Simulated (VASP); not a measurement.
# Ti in VASP: notebook

The runs below take Ti through relaxation of cell and atoms, single point, with r2SCAN.

All numbers are computed with VASP 6.6.1; they aren't measurements. Logs are shortened: lines on timing, memory, paths and dates and some standing lists are left out, and cuts for length are marked.

## 1. The cell of the first run

The structure is cubic, space group Im-3m (No. 229). The conventional cell has a = 3.282 Å, b = 3.282 Å, c = 3.282 Å, α = 90.00°, β = 90.00°, γ = 90.00°. Within 3.7 Å of Ti (site symmetry m-3m) lie 14 Ti at 2.84 to 3.28 Å.

## 2. Relaxation of cell and atoms, r2SCAN

Input file POSCAR:

```
Ti
1.0
   -1.6410000000      1.6410000000      1.6410000000
    1.6410000000     -1.6410000000      1.6410000000
    1.6410000000      1.6410000000     -1.6410000000
Ti
1
Direct
    0.0000000000      0.0000000000      0.0000000000
```

Input file INCAR.step1:

```
PREC     = Accurate       # precision mode
ENCUT    = 600            # plane-wave cutoff, eV
ISMEAR   = 0              # smearing method
SIGMA    = 0.1            # smearing width, eV
LREAL    = False          # projectors in reciprocal space
LASPH    = True           # aspherical terms in the spheres
NELM     = 100            # most SCF steps
GGA      = PE             # functional
ALGO     = Normal         # electronic algorithm
EDIFF    = 1E-4           # SCF threshold, eV
LWAVE    = True           # write WAVECAR
LCHARG   = False          # write CHGCAR
```

Input file INCAR.step2:

```
PREC     = Accurate       # precision mode
ENCUT    = 600            # plane-wave cutoff, eV
EDIFF    = 1E-6           # SCF threshold, eV
ISMEAR   = 0              # smearing method
SIGMA    = 0.1            # smearing width, eV
LREAL    = False          # projectors in reciprocal space
LASPH    = True           # aspherical terms in the spheres
NELM     = 100            # most SCF steps
ALGO     = Normal         # electronic algorithm
ISIF     = 3              # what is computed and relaxed
LWAVE    = False          # write WAVECAR
LCHARG   = False          # write CHGCAR
METAGGA  = R2SCAN         # meta-GGA
LMIXTAU  = True         
IBRION   = 2              # ionic algorithm
NSW      = 100            # ionic steps
EDIFFG   = -0.01          # ionic threshold
ISTART   = 1
```

Input file KPOINTS:

```
regular mesh
0
Gamma
  24 24 24
```

Potentials or basis: VASP PAW PBE potentials, release 64 (Ti_sv).

On the command line:

```sh
cat potpaw_PBE.64/Ti_sv/POTCAR > POTCAR
cp INCAR.step1 INCAR
mpirun -np 1 vasp_std > vasp.out
cp INCAR.step2 INCAR
mpirun -np 1 vasp_std > vasp.out
```

OUTCAR:

```text
PREC = Accurate
   ENCUT = 600
   EDIFF = 1E-6
   ISMEAR = 0
   LREAL = False
   LASPH = True
   NELM = 100
   ISIF = 3
   METAGGA = R2SCAN
   IBRION = 2
   NSW = 100
   EDIFFG = -0.01
   ISTART = 1

 ion  position               nearest neighbor table
   1  0.000  0.000  0.000-

  LATTYP: Found a body centered cubic cell.
 ALAT       =     3.2820000000

  Lattice vectors:

 A1 = (  -1.6410000000,   1.6410000000,   1.6410000000)
 A2 = (   1.6410000000,  -1.6410000000,   1.6410000000)
 A3 = (   1.6410000000,   1.6410000000,  -1.6410000000)

Analysis of symmetry for initial positions (statically):
=====================================================================
 Subroutine PRICEL returns:
 Original cell was already a primitive cell.

 Routine SETGRP: Setting up the symmetry group for a
 body centered cubic supercell.

 Subroutine GETGRP returns: Found 48 space group operations
 (whereof 48 operations were pure point group operations)
 out of a pool of 48 trial point group operations.

The static configuration has the point symmetry O_h .

Analysis of symmetry for dynamics (positions and initial velocities):
=====================================================================
 Subroutine PRICEL returns:
 Original cell was already a primitive cell.

 Routine SETGRP: Setting up the symmetry group for a
 body centered cubic supercell.

 Subroutine GETGRP returns: Found 48 space group operations
 (whereof 48 operations were pure point group operations)
 out of a pool of 48 trial point group operations.

The dynamic configuration has the point symmetry O_h .

 Subroutine INISYM returns: Found 48 space group operations
 (whereof 48 operations are pure point group operations),
 and found     1 'primitive' translations

----------------------------------------------------------------------------------------

                                     Primitive cell

  volume of cell :      17.6761

  direct lattice vectors                    reciprocal lattice vectors
    -1.641000000  1.641000000  1.641000000     0.000000000  0.304692261  0.304692261
     1.641000000 -1.641000000  1.641000000     0.304692261  0.000000000  0.304692261
     1.641000000  1.641000000 -1.641000000     0.304692261  0.304692261  0.000000000

  length of vectors
     2.842295375  2.842295375  2.842295375     0.430899928  0.430899928  0.430899928

  position of ions in fractional coordinates (direct lattice)
     0.000000000  0.000000000  0.000000000

  ion indices of the primitive-cell ions
   primitive index   ion index
                 1           1

----------------------------------------------------------------------------------------

 KPOINTS: regular mesh

Automatic generation of k-mesh.
 Grid dimensions read from file:
 generate k-points for:   24   24   24

 Generating k-lattice:

  Cartesian coordinates                     Fractional coordinates (reciprocal lattice)
     0.000000000  0.012695511  0.012695511     0.041666667  0.000000000  0.000000000
     0.012695511  0.000000000  0.012695511     0.000000000  0.041666667  0.000000000
     0.012695511  0.012695511  0.000000000     0.000000000  0.000000000  0.041666667

  Length of vectors
     0.017954164  0.017954164  0.017954164

  Shift w.r.t. Gamma in fractional coordinates (k-lattice)
     0.000000000  0.000000000  0.000000000

 Subroutine IBZKPT returns following result:
 ===========================================

 Found    413 irreducible k-points:

 Following reciprocal coordinates:
            Coordinates               Weight
  0.000000  0.000000  0.000000      1.000000
  0.041667  0.000000  0.000000     12.000000
  0.083333  0.000000  0.000000     12.000000
  0.125000  0.000000  0.000000     12.000000
  0.166667  0.000000  0.000000     12.000000
  0.208333  0.000000  0.000000     12.000000
[... 16 lines left out ...]
  0.416667  0.041667  0.000000     48.000000
  0.458333  0.041667  0.000000     48.000000
 [... further k-points ...]
   k-points           NKPTS =    413   k-points in BZ     NKDIM =    413   number of bands    NBANDS=     10
   number of dos      NEDOS =    301   number of ions     NIONS =      1
   total plane-waves  NPLWV =  13824
   dimension x,y,z NGX =    24 NGY =   24 NGZ =   24
   dimension x,y,z NGXF=    48 NGYF=   48 NGZF=   48
   ions per type =               1
   NGX,Y,Z   is equivalent  to a cutoff of  14.04, 14.04, 14.04 a.u.
   NGXF,Y,Z  is equivalent  to a cutoff of  28.08, 28.08, 28.08 a.u.
 SYSTEM =  unknown system
   PREC   = accura    normal or accurate (medium, high low for compatibility)
   ISTART =      1    job   : 0-new  1-cont  2-samecut
   ICHARG =      0    charge: 1-file 2-atom 10-const
   ISPIN  =      1    spin polarized calculation?
   LNONCOLLINEAR =      F non collinear calculations
   LSORBIT =      F    spin-orbit coupling
   LASPH  =      T    aspherical Exc in radial PAW
   ENCUT  =  600.0 eV  44.10 Ry    6.64 a.u.   5.68  5.68  5.68*2*pi/ulx,y,z
   NELM   =    100;   NELMIN=  2; NELMDL=  0     # of ELM steps
   EDIFF  = 0.1E-05   stopping-criterion for ELM
   LREAL  =      F    real-space projection
   EDIFFG = -.1E-01   stopping-criterion for IOM
   NSW    =    100    number of steps for IOM
   IBRION =      2    ionic relax: 0-MD 1-quasi-New 2-CG
   NFREE  =      1    steps in history (QN), initial steepest desc. (CG)
   ISIF   =      3    stress and relaxation
   ISYM   =      2    0-nonsym 1-usesym 2-fastsym
   POTIM  = 0.5000    time-step for ionic-motion
   TEBEG  =    0.0;   TEEND  =   0.0 temperature during run
   PSTRESS=    0.0 pullay stress
   NELECT =      12.0000    total number of electrons
   NUPDOWN=      -1.0000    fix difference up-down
   EMIN   =  10.00;   EMAX   =-10.00  energy-range for DOS
   EFERMI =   0.00;   METHOD = LEGACY
   ISMEAR =     0;   SIGMA  =   0.10  broadening in eV -4-tet -1-fermi 0-gaus
   EFERMI_NEDOS =   21; number of points for ismear=-14 and -15
   IALGO  =     38    algorithm
   IMIX   =      4    mixing-type and parameters
     AMIX     =   0.40;   BMIX     =  1.00
     AMIX_MAG =   1.60;   BMIX_MAG =  1.00
  volume/ion in A,a.u.               =      17.68       119.28
  Fermi-wavevector in a.u.,A,eV,Ry     =   1.438821  2.718977 28.166848  2.070205
  Thomas-Fermi vector in A             =   2.557745
   LORBIT       =      0    0 simple, 1 ext, 2 COOP (PROOUT), +10 PAW based schemes
   METAGGA = R2SCAN    functional components
   LHFCALC =     F    Hartree Fock is set to
   AEXX    =    0.0000 exact exchange contribution
   IVDW    =     0    specifies the selected vdW correction
   LEPSILON=     F    determine dielectric tensor
   LRPA    =     F    only Hartree local field effects (RPA)
 conjugate gradient relaxation of ions
 non-spin polarized calculation
 Gauss-broadening in eV      SIGMA  =   0.10
  energy-cutoff  :      600.00
  volume of cell :       17.68
 maximum number of plane-waves:       606
   NGX = 11   NGY = 11   NGZ = 11

--------------------------------------- Ionic step        1  -------------------------------------------

 number of electron      12.0000001 magnetization

 Free energy of the ion-electron system (eV)
  ---------------------------------------------------
  ext. energy  EPLUGINS =         0.00000000
  ---------------------------------------------------
  free energy    TOTEN  =       -12.81574494 eV

  energy without entropy =      -12.80452198  energy(sigma->0) =      -12.81013346

------------------------ aborting loop because EDIFF is reached ----------------------------------------

  FORCE on cell =-STRESS in cart. coord.  units (eV):
  Direction    XX          YY          ZZ          XY          YZ          ZX
  --------------------------------------------------------------------------------------
  -------------------------------------------------------------------------------------
  Total       -0.2764077     -0.2764077     -0.2764077      0.0000000      0.0000000     -0.0000000
  in kB      -25.0538830    -25.0538830    -25.0538830      0.0000000      0.0000000     -0.0000000
  external PRESSURE =     -25.0538830 kB  Pullay stress =       0.0000000 kB

 VOLUME and BASIS-vectors are now :
 -----------------------------------------------------------------------------
  energy-cutoff  :      600.00
  volume of cell :       17.68
      direct lattice vectors                 reciprocal lattice vectors
    -1.641000000  1.641000000  1.641000000     0.000000000  0.304692261  0.304692261
     1.641000000 -1.641000000  1.641000000     0.304692261  0.000000000  0.304692261
     1.641000000  1.641000000 -1.641000000     0.304692261  0.304692261  0.000000000
[... 211 lines left out ...]
 POSITION                                       TOTAL-FORCE (eV/Angst)
 -----------------------------------------------------------------------------------
      3.25709      0.00000      0.00000         0.000000      0.000000      0.000000
 -----------------------------------------------------------------------------------
    total drift:                                0.000000      0.000000      0.000000

  FREE ENERGIE OF THE ION-ELECTRON SYSTEM (eV)
  ---------------------------------------------------
  free  energy   TOTEN  =       -12.8189638434 eV

  energy  without entropy=      -12.8081847153  energy(sigma->0) =      -12.81357428

--------------------------------------- Ionic step        8  -------------------------------------------

 number of electron      11.9999997 magnetization

 Free energy of the ion-electron system (eV)
  ---------------------------------------------------
  ext. energy  EPLUGINS =         0.00000000
  ---------------------------------------------------
  free energy    TOTEN  =       -12.81896536 eV

  energy without entropy =      -12.80819010  energy(sigma->0) =      -12.81357773

 E-fermi :   8.1782     XC(G=0): -12.4280

 val. band max:        8.1777303333   @ k =  -0.3333   0.3750   0.0417
 cond. band min:       8.1811288923   @ k =  -0.3750  -0.4583   0.0833
 fundamental gap:      0.0033985590
 Fermi energy:         8.1782241975

 k-point     1 :       0.0000    0.0000    0.0000
  band No.  band energies     occupation
      1     -50.7195      2.00000
      2     -25.5170      2.00000
      3     -25.5170      2.00000
      4     -25.5169      2.00000
      5       1.8286      2.00000
      6       9.3269      0.00000
      7       9.3269      0.00000
      8       9.3269      0.00000
      9      11.1187      0.00000
     10      11.1187      0.00000

 k-point     2 :       0.0417    0.0000    0.0000
  band No.  band energies     occupation
      1     -50.7171      2.00000
      2     -25.5295      2.00000
      3     -25.5207      2.00000
      4     -25.5171      2.00000
      5       1.8910      2.00000
      6       9.2973      0.00000
      7       9.3185      0.00000
      8       9.3716      0.00000
      9      11.0828      0.00000
     10      11.1202      0.00000
[... 274 lines left out ...]
 k-point    24 :       0.4583    0.0417    0.0000
  band No.  band energies     occupation
      1     -50.5792      2.00000
      2     -26.2181      2.00000
      3     -25.7381      2.00000
      4     -25.5276      2.00000
      5       5.6181      2.00000
      6       7.8496      2.00000
      7       9.0504      0.00000
      8      11.1162      0.00000
      9      11.5222      0.00000
     10      12.7363      0.00000

 [... further k-points ...]
[... 5 lines left out ...]
  --------------------------------------------------------------------------------------
  -------------------------------------------------------------------------------------
  Total       -0.0061676     -0.0061676     -0.0061676      0.0000000      0.0000000     -0.0000000
  in kB       -0.5720768     -0.5720768     -0.5720768      0.0000000      0.0000000     -0.0000000
  external PRESSURE =      -0.5720768 kB  Pullay stress =       0.0000000 kB

 VOLUME and BASIS-vectors are now :
 -----------------------------------------------------------------------------
  energy-cutoff  :      600.00
  volume of cell :       17.27
      direct lattice vectors                 reciprocal lattice vectors
    -1.628432406  1.628432406  1.628432406     0.000000000  0.307043755  0.307043755
     1.628432406 -1.628432406  1.628432406     0.307043755  0.000000000  0.307043755
     1.628432406  1.628432406 -1.628432406     0.307043755  0.307043755  0.000000000

 POSITION                                       TOTAL-FORCE (eV/Angst)
 -----------------------------------------------------------------------------------
     -0.00000      0.00000      0.00000         0.000000     -0.000000      0.000000
 -----------------------------------------------------------------------------------
    total drift:                                0.000000      0.000000      0.000000

  FREE ENERGIE OF THE ION-ELECTRON SYSTEM (eV)
  ---------------------------------------------------
  free  energy   TOTEN  =       -12.8189653581 eV

  energy  without entropy=      -12.8081900956  energy(sigma->0) =      -12.81357773

 reached required accuracy - stopping structural energy minimisation
```

Run time: 7.2 min. Hardware: 1 thread of Intel Xeon 6975P-C (Granite Rapids), shared host; peak memory 0.24 GiB.

Results:

```yaml
Free_energy: -12.8190 eV
Relaxed_volume: 17.27 Å³/atom
Relaxed_cell: a = 2.821 Å, b = 2.821 Å, c = 2.821 Å, α = 109.47°, β = 109.47°, γ = 109.47°
Space_group_after_relaxing_to_0.05_Å: Im-3m (No. 229)
Energy_gained_by_relaxing: 3.2 meV/atom
Ionic_steps: 8
Pressure_after_relaxing: -0.1 GPa
Band_gap_on_the_k_mesh: zero (band 6 reaches 9.33 eV, above the bottom of band 7 at 7.47 eV)
```

Step by step:
```
step  energy change (eV)  largest force (eV/Å)  pressure (GPa)  volume (Å³)
   1              0.0000                0.0000           -2.51        17.68
   2             -0.0015                0.0000            1.96        16.98
   3             -0.0032                0.0000            0.28        17.27
   4             -0.0032                0.0000           -0.19        17.31
   5             -0.0032                0.0000           -0.30        17.29
   6             -0.0032                0.0000           -0.19        17.28
   7             -0.0032                0.0000           -0.10        17.28
   8             -0.0032                0.0000           -0.06        17.27
```

Final structure:
```
Ti
1.0
    -1.62843    1.62843    1.62843
     1.62843   -1.62843    1.62843
     1.62843    1.62843   -1.62843
Ti
1
Direct
  0.00000 0.00000 0.00000
```

Caveat: the PAW data sets were made with another functional, which shifts forces and pressure a little.

## 3. Single point, r2SCAN

This run uses another cell than the first one: it holds 3 atoms, not 1.

Input file POSCAR:

```
Ti
1.0
    4.5969609937      0.0000000000      0.0000000000
   -2.2984804968      3.9810850007      0.0000000000
    0.0000000000      0.0000000000      2.8196722220
Ti
3
Direct
    0.3334073069      0.0000000000      0.3333333333
    0.0000000000      0.3334073069      0.6666666667
    0.6665926931      0.6665926931      0.0000000000
```

Input file INCAR.step1:

```
PREC = Accurate
ENCUT = 520
ISMEAR = 0
SIGMA = 0.1
LREAL = False
LASPH = True
NELM = 100
NBANDS = 25
GGA = PE
ALGO = Normal
EDIFF = 1E-4
LWAVE = True
LCHARG = False
```

Input file INCAR.step2:

```
PREC = Accurate
ENCUT = 520
EDIFF = 1E-6
ISMEAR = 0
SIGMA = 0.1
LREAL = False
LASPH = True
NELM = 100
ALGO = Normal
ISIF = 2
LWAVE = False
LCHARG = False
METAGGA = R2SCAN
LMIXTAU = True
NBANDS = 25
ISTART = 1
```

Input file KPOINTS:

```
Automatic mesh
0
Gamma
  12 12 16
```

Potentials or basis: VASP PAW PBE potentials, release 64 (Ti_sv).

On the command line:

```sh
cat potpaw_PBE.64/Ti_sv/POTCAR > POTCAR
cp INCAR.step1 INCAR
mpirun -np 1 vasp_std > vasp.out
cp INCAR.step2 INCAR
mpirun -np 1 vasp_std > vasp.out
```

It took 42 min on 1 thread of AMD EPYC 7R43 (Zen 3), shared host; peak memory 0.34 GiB.

The run converged. Its results:

| Property | Result |
| --- | --- |
| Free energy | -38.4572 eV |
| Pressure | 0.5 GPa |
| Band gap on the k mesh | zero (band 18 reaches 8.56 eV, above the bottom of band 19 at 7.60 eV) |

Levels at points of the mesh, in eV from the Fermi level:
| k point | band 14 | band 15 | band 16 | band 17 | band 18 | band 19 | band 20 | band 21 | band 22 | band 23 |
| --- | --- | --- | --- | --- | --- | --- | --- | --- | --- | --- |
| (0.00, 0.00, 0.00) | -0.95 | -0.95 | -0.62 | -0.62 | -0.62 | -0.62 | 1.15 | 1.15 | 1.17 | 2.95 |
| (0.50, 0.00, 0.00) | -3.79 | -2.60 | -0.34 | 0.11 | 0.11 | 0.30 | 0.30 | 1.00 | 2.46 | 2.46 |
| (0.00, 0.00, 0.50) | -2.30 | -1.94 | -1.94 | -0.52 | -0.52 | -0.52 | -0.52 | 3.19 | 3.19 | 3.19 |
| (0.50, 0.00, 0.50) | -1.48 | -1.48 | -1.07 | -1.07 | -0.34 | 0.55 | 0.55 | 0.98 | 2.60 | 2.60 |

Caveat: the PAW data sets were made with another functional, which shifts forces and pressure a little.

[end of part 1 of 2]
